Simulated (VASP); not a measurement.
# Mg3ZrN (Pm-3m) in VASP: relaxation of cell and atoms with PBE

Aim: the relaxation of cell and atoms of Mg3ZrN with PBE.

Everything below comes from runs of VASP 6.6.1. Logs are shortened: lines on timing, memory, paths and dates and some standing lists are left out, and cuts for length are marked.

## 1. The cell of the first run

It takes space group Pm-3m (No. 221, cubic). Conventional cell: a = 5.858 Å, b = 5.858 Å, c = 5.858 Å, α = 90.00°, β = 90.00°, γ = 90.00°. Within 3.9 Å of Mg (site symmetry 4/mmm) lie 2 Zr at 2.93 Å. Within 3.9 Å of Zr (site symmetry m-3m) lie 6 Mg at 2.93 Å. N (site symmetry m-3m) has 12 Mg at 4.14 Å and 8 Zr at 5.07 Å within 5.4 Å.

The cell was generated, and may not be a known phase.

## 2. Relaxation of cell and atoms, PBE, collinear spin, ferrimagnetic start

INCAR

```
ALGO = Normal
EDIFF = 1E-6
EDIFFG = -0.01
ENCUT = 600
GGA = PE
IBRION = 2
ISIF = 3
ISMEAR = 0
ISPIN = 2
LASPH = True
LCHARG = False
LMAXMIX = 4
LORBIT = 11
LREAL = False
LWAVE = False
MAGMOM = 0 0 0 1.53 -2.81
NELM = 150
NSW = 100
PREC = Accurate
SIGMA = 0.1
```

KPOINTS

```
k-points
0
Gamma
  6 6 6
```

POSCAR

```
Mg3ZrN
1.0
    5.8579970696      0.0000000000      0.0000000000
    0.0000000000      5.8579970696      0.0000000000
    0.0000000000      0.0000000000      5.8579970696
Mg Zr N
3 1 1
Direct
    0.0000000000      0.5000000000      0.5000000000
    0.5000000000      0.0000000000      0.5000000000
    0.5000000000      0.5000000000      0.0000000000
    0.5000000000      0.5000000000      0.5000000000
    0.0000000000      0.0000000000      0.0000000000
```

Potentials or basis: VASP PAW PBE potentials, release 64 (Mg, Zr_sv, N).

The run is started by

```
cat potpaw_PBE.64/Mg/POTCAR potpaw_PBE.64/Zr_sv/POTCAR potpaw_PBE.64/N/POTCAR > POTCAR
mpirun -np 1 vasp_std > vasp.out
```

OUTCAR:

```text
EDIFF = 1E-6
   EDIFFG = -0.01
   ENCUT = 600
   GGA = PE
   IBRION = 2
   ISIF = 3
   ISMEAR = 0
   ISPIN = 2
   LASPH = True
   LORBIT = 11
   LREAL = False
   NELM = 150
   NSW = 100
   PREC = Accurate

 ion  position               nearest neighbor table
   1  0.000  0.500  0.500-   4 2.93   4 2.93
   2  0.500  0.000  0.500-   4 2.93   4 2.93
   3  0.500  0.500  0.000-   4 2.93   4 2.93
   4  0.500  0.500  0.500-   1 2.93   2 2.93   3 2.93   3 2.93   2 2.93   1 2.93
   5  0.000  0.000  0.000-

  LATTYP: Found a simple cubic cell.
 ALAT       =     5.8579970696

  Lattice vectors:

 A1 = (   5.8579970696,   0.0000000000,   0.0000000000)
 A2 = (   0.0000000000,   5.8579970696,   0.0000000000)
 A3 = (   0.0000000000,   0.0000000000,   5.8579970696)

Analysis of symmetry for initial positions (statically):
=====================================================================
 Subroutine PRICEL returns:
 Original cell was already a primitive cell.

 Routine SETGRP: Setting up the symmetry group for a
 simple cubic supercell.

 Subroutine GETGRP returns: Found 48 space group operations
 (whereof 48 operations were pure point group operations)
 out of a pool of 48 trial point group operations.

The static configuration has the point symmetry O_h .

Analysis of symmetry for dynamics (positions and initial velocities):
=====================================================================
 Subroutine PRICEL returns:
 Original cell was already a primitive cell.

 Routine SETGRP: Setting up the symmetry group for a
 simple cubic supercell.

 Subroutine GETGRP returns: Found 48 space group operations
 (whereof 48 operations were pure point group operations)
 out of a pool of 48 trial point group operations.

The dynamic configuration has the point symmetry O_h .

Analysis of structural, dynamic, and magnetic symmetry:
=====================================================================
 Subroutine PRICEL returns:
 Original cell was already a primitive cell.

 Routine SETGRP: Setting up the symmetry group for a
 simple cubic supercell.

 Subroutine GETGRP returns: Found 48 space group operations
 (whereof 48 operations were pure point group operations)
 out of a pool of 48 trial point group operations.

The overall configuration has the point symmetry O_h .

 Subroutine INISYM returns: Found 48 space group operations
 (whereof 48 operations are pure point group operations),
 and found     1 'primitive' translations

----------------------------------------------------------------------------------------

                                     Primitive cell

  volume of cell :     201.0238

  direct lattice vectors                    reciprocal lattice vectors
     5.857997070  0.000000000  0.000000000     0.170706811  0.000000000  0.000000000
     0.000000000  5.857997070  0.000000000     0.000000000  0.170706811  0.000000000
     0.000000000  0.000000000  5.857997070     0.000000000  0.000000000  0.170706811

  length of vectors
     5.857997070  5.857997070  5.857997070     0.170706811  0.170706811  0.170706811

  position of ions in fractional coordinates (direct lattice)
     0.000000000  0.500000000  0.500000000
     0.500000000  0.000000000  0.500000000
     0.500000000  0.500000000  0.000000000
     0.500000000  0.500000000  0.500000000
     0.000000000  0.000000000  0.000000000

  ion indices of the primitive-cell ions
   primitive index   ion index
                 1           1
                 2           2
                 3           3
                 4           4
                 5           5

----------------------------------------------------------------------------------------

 KPOINTS: k-points

Automatic generation of k-mesh.
 Grid dimensions read from file:
 generate k-points for:    6    6    6

 Generating k-lattice:

  Cartesian coordinates                     Fractional coordinates (reciprocal lattice)
     0.028451135  0.000000000  0.000000000     0.166666667  0.000000000  0.000000000
     0.000000000  0.028451135  0.000000000     0.000000000  0.166666667  0.000000000
     0.000000000  0.000000000  0.028451135     0.000000000  0.000000000  0.166666667

  Length of vectors
     0.028451135  0.028451135  0.028451135

  Shift w.r.t. Gamma in fractional coordinates (k-lattice)
     0.000000000  0.000000000  0.000000000

 Subroutine IBZKPT returns following result:
 ===========================================

 Found     20 irreducible k-points:

 Following reciprocal coordinates:
            Coordinates               Weight
  0.000000  0.000000  0.000000      1.000000
  0.166667  0.000000  0.000000      6.000000
  0.333333  0.000000  0.000000      6.000000
  0.500000  0.000000  0.000000      3.000000
  0.166667  0.166667  0.000000     12.000000
  0.333333  0.166667  0.000000     24.000000
[... 12 lines left out ...]
  0.500000  0.500000  0.333333      6.000000
  0.500000  0.500000  0.500000      1.000000
   k-points           NKPTS =     20   k-points in BZ     NKDIM =     20   number of bands    NBANDS=     16
   number of dos      NEDOS =    301   number of ions     NIONS =      5
   total plane-waves  NPLWV = 110592
   dimension x,y,z NGX =    48 NGY =   48 NGZ =   48
   dimension x,y,z NGXF=    96 NGYF=   96 NGZF=   96
   ions per type =               3   1   1
   NGX,Y,Z   is equivalent  to a cutoff of  13.62, 13.62, 13.62 a.u.
   NGXF,Y,Z  is equivalent  to a cutoff of  27.24, 27.24, 27.24 a.u.
 SYSTEM =  unknown system
   PREC   = accura    normal or accurate (medium, high low for compatibility)
   ISTART =      0    job   : 0-new  1-cont  2-samecut
   ICHARG =      2    charge: 1-file 2-atom 10-const
   ISPIN  =      2    spin polarized calculation?
   LNONCOLLINEAR =      F non collinear calculations
   LSORBIT =      F    spin-orbit coupling
   LASPH  =      T    aspherical Exc in radial PAW
   ENCUT  =  600.0 eV  44.10 Ry    6.64 a.u.  11.70 11.70 11.70*2*pi/ulx,y,z
   NELM   =    150;   NELMIN=  2; NELMDL= -5     # of ELM steps
   EDIFF  = 0.1E-05   stopping-criterion for ELM
   LREAL  =      F    real-space projection
   EDIFFG = -.1E-01   stopping-criterion for IOM
   NSW    =    100    number of steps for IOM
   IBRION =      2    ionic relax: 0-MD 1-quasi-New 2-CG
   NFREE  =      1    steps in history (QN), initial steepest desc. (CG)
   ISIF   =      3    stress and relaxation
   ISYM   =      2    0-nonsym 1-usesym 2-fastsym
   POTIM  = 0.5000    time-step for ionic-motion
   TEBEG  =    0.0;   TEEND  =   0.0 temperature during run
   PSTRESS=    0.0 pullay stress
   NELECT =      23.0000    total number of electrons
   NUPDOWN=      -1.0000    fix difference up-down
   EMIN   =  10.00;   EMAX   =-10.00  energy-range for DOS
   EFERMI =   0.00;   METHOD = LEGACY
   ISMEAR =     0;   SIGMA  =   0.10  broadening in eV -4-tet -1-fermi 0-gaus
   EFERMI_NEDOS =   21; number of points for ismear=-14 and -15
   IALGO  =     38    algorithm
   IMIX   =      4    mixing-type and parameters
     AMIX     =   0.40;   BMIX     =  1.00
     AMIX_MAG =   1.60;   BMIX_MAG =  1.00
  volume/ion in A,a.u.               =      40.20       271.32
  Fermi-wavevector in a.u.,A,eV,Ry     =   0.794758  1.501875  8.593990  0.631640
  Thomas-Fermi vector in A             =   1.900953
   LORBIT       =     11    0 simple, 1 ext, 2 COOP (PROOUT), +10 PAW based schemes
   GGA     = PE    functional components
   LHFCALC =     F    Hartree Fock is set to
   AEXX    =    0.0000 exact exchange contribution
   IVDW    =     0    specifies the selected vdW correction
   LEPSILON=     F    determine dielectric tensor
   LRPA    =     F    only Hartree local field effects (RPA)
 conjugate gradient relaxation of ions
 spin polarized calculation
 Gauss-broadening in eV      SIGMA  =   0.10
  energy-cutoff  :      600.00
  volume of cell :      201.02
 maximum number of plane-waves:      6776
 NGX is ok and might be reduce to    48
   NGX = 23   NGY = 23   NGZ = 23

 number of electron      23.0000000 magnetization      -1.2800000

 number of electron      23.0000000 magnetization       0.9268772

 Free energy of the ion-electron system (eV)
  ---------------------------------------------------
  ext. energy  EPLUGINS =         0.00000000
  ---------------------------------------------------
  free energy    TOTEN  =       -11.21820559 eV

  energy without entropy =      -11.19352819  energy(sigma->0) =      -11.20586689

 E-fermi :  -0.0255     XC(G=0):  -6.6837

 val. band max:       -0.0257358672   @ k =   0.5000   0.5000   0.3333
 cond. band min:      -0.0248722858   @ k =   0.3333   0.3333   0.0000
 fundamental gap:      0.0008635814
 Fermi energy:        -0.0254904501

 spin component 1

 k-point     1 :       0.0000    0.0000    0.0000
  band No.  band energies     occupation
      1     -49.0719      1.00000
      2     -27.2396      1.00000
      3     -27.2396      1.00000
      4     -27.2396      1.00000
      5     -10.2398      1.00000
      6      -4.1948      1.00000
[... 8 lines left out ...]
     15       1.3548      0.00000
     16       1.3548      0.00000

 k-point     2 :       0.1667    0.0000    0.0000
  band No.  band energies     occupation
      1     -49.0718      1.00000
      2     -27.2400      1.00000
      3     -27.2396      1.00000
      4     -27.2396      1.00000
      5     -10.2384      1.00000
      6      -4.1092      1.00000
[... 8 lines left out ...]
     15       1.0401      0.00000
     16       1.3012      0.00000
[... 310 lines left out ...]
      4     -27.2409      1.00000
      5     -10.2275      1.00000
      6      -2.5687      1.00000
[... 8 lines left out ...]
     15       0.9074      0.00000
     16       0.9658      0.00000

 k-point    20 :       0.5000    0.5000    0.5000
  band No.  band energies     occupation
      1     -49.0717      1.00000
      2     -27.2413      1.00000
      3     -27.2413      1.00000
      4     -27.2413      1.00000
      5     -10.2266      1.00000
      6      -2.1576      1.00000
[... 8 lines left out ...]
     15       0.9615      0.00000
     16       0.9615      0.00000
 Fermi energy:        -0.0254904501

 spin component 2

 k-point     1 :       0.0000    0.0000    0.0000
  band No.  band energies     occupation
      1     -48.2000      1.00000
      2     -26.1979      1.00000
      3     -26.1979      1.00000
      4     -26.1979      1.00000
      5     -14.0884      1.00000
      6      -3.4381      1.00000
[... 8 lines left out ...]
     15       1.6284      0.00000
     16       1.6284      0.00000

 k-point     2 :       0.1667    0.0000    0.0000
  band No.  band energies     occupation
      1     -48.1999      1.00000
      2     -26.1983      1.00000
      3     -26.1979      1.00000
      4     -26.1979      1.00000
      5     -14.0881      1.00000
      6      -3.3877      1.00000
[... 8 lines left out ...]
     15       1.6374      0.00000
     16       1.6741      0.00000
[... 311 lines left out ...]
      5     -14.0851      1.00000
      6      -2.7630      1.00000
[... 8 lines left out ...]
     15       0.6350      0.00000
     16       0.9424      0.00000

 k-point    20 :       0.5000    0.5000    0.5000
  band No.  band energies     occupation
      1     -48.1998      1.00000
      2     -26.1995      1.00000
      3     -26.1995      1.00000
      4     -26.1995      1.00000
      5     -14.0848      1.00000
      6      -2.7416      1.00000
[... 8 lines left out ...]
     15       0.4880      0.00000
     16       0.9480      0.00000

------------------------ aborting loop because EDIFF is reached ----------------------------------------

  FORCE on cell =-STRESS in cart. coord.  units (eV):
  Direction    XX          YY          ZZ          XY          YZ          ZX
  --------------------------------------------------------------------------------------
  -------------------------------------------------------------------------------------
  Total       -0.0180253     -0.0180253     -0.0180253      0.0000000      0.0000000     -0.0000000
  in kB       -0.1436629     -0.1436629     -0.1436629      0.0000000      0.0000000     -0.0000000
  external PRESSURE =      -0.1436629 kB  Pullay stress =       0.0000000 kB

 VOLUME and BASIS-vectors are now :
 -----------------------------------------------------------------------------
  energy-cutoff  :      600.00
  volume of cell :      201.02
      direct lattice vectors                 reciprocal lattice vectors
     5.857997070  0.000000000  0.000000000     0.170706811  0.000000000  0.000000000
     0.000000000  5.857997070  0.000000000     0.000000000  0.170706811  0.000000000
     0.000000000  0.000000000  5.857997070     0.000000000  0.000000000  0.170706811

 POSITION                                       TOTAL-FORCE (eV/Angst)
 -----------------------------------------------------------------------------------
      0.00000      2.92900      2.92900         0.000000      0.000000      0.000000
      2.92900      0.00000      2.92900         0.000000      0.000000      0.000000
      2.92900      2.92900      0.00000         0.000000      0.000000      0.000000
      2.92900      2.92900      2.92900         0.000000      0.000000      0.000000
      0.00000      0.00000      0.00000         0.000000      0.000000      0.000000
 -----------------------------------------------------------------------------------
    total drift:                                0.000000     -0.000000     -0.000000

  FREE ENERGIE OF THE ION-ELECTRON SYSTEM (eV)
  ---------------------------------------------------
  free  energy   TOTEN  =       -11.2182055904 eV

  energy  without entropy=      -11.1935281941  energy(sigma->0) =      -11.20586689

 reached required accuracy - stopping structural energy minimisation

 total charge

# of ion       s       p       d       tot
------------------------------------------
    1        0.290   0.059   0.007   0.355
    2        0.290   0.059   0.007   0.355
    3        0.290   0.059   0.007   0.355
    4        2.200   5.916   1.777   9.893
    5        1.352   1.933   0.000   3.286
--------------------------------------------------
tot          4.421   8.027   1.797  14.245

 magnetization (x)

# of ion       s       p       d       tot
------------------------------------------
    1       -0.018   0.044   0.004   0.030
    2       -0.018   0.044   0.004   0.030
    3       -0.018   0.044   0.004   0.030
    4        0.050   0.020   1.389   1.459
    5       -0.034  -1.666   0.000  -1.700
--------------------------------------------------
tot         -0.038  -1.513   1.400  -0.152
```

Run time: 97 s. Hardware: 1 thread of Intel Xeon 6975P-C (Granite Rapids), shared host; peak memory 0.48 GiB.

Results:

| Property | Result |
| --- | --- |
| Free energy | -11.2182 eV |
| Pressure after relaxing | 0.0 GPa |
| Net moment | 0.93 μB per cell |
| Site moments | Mg +0.03; Zr +1.46; N -1.70 μB |
| Valence electrons inside the program's atomic spheres | Mg 0.35; Zr 9.89; N 3.29 |

Final structure:
```
Mg Zr N
1.0
     5.85800    0.00000    0.00000
     0.00000    5.85800    0.00000
     0.00000    0.00000    5.85800
Mg Zr N
3 1 1
Direct
  0.00000 0.50000 0.50000
  0.50000 0.00000 0.50000
  0.50000 0.50000 0.00000
  0.50000 0.50000 0.50000
  0.00000 0.00000 0.00000
```

Caveat: the relaxation stopped at its first step, so nothing moved.
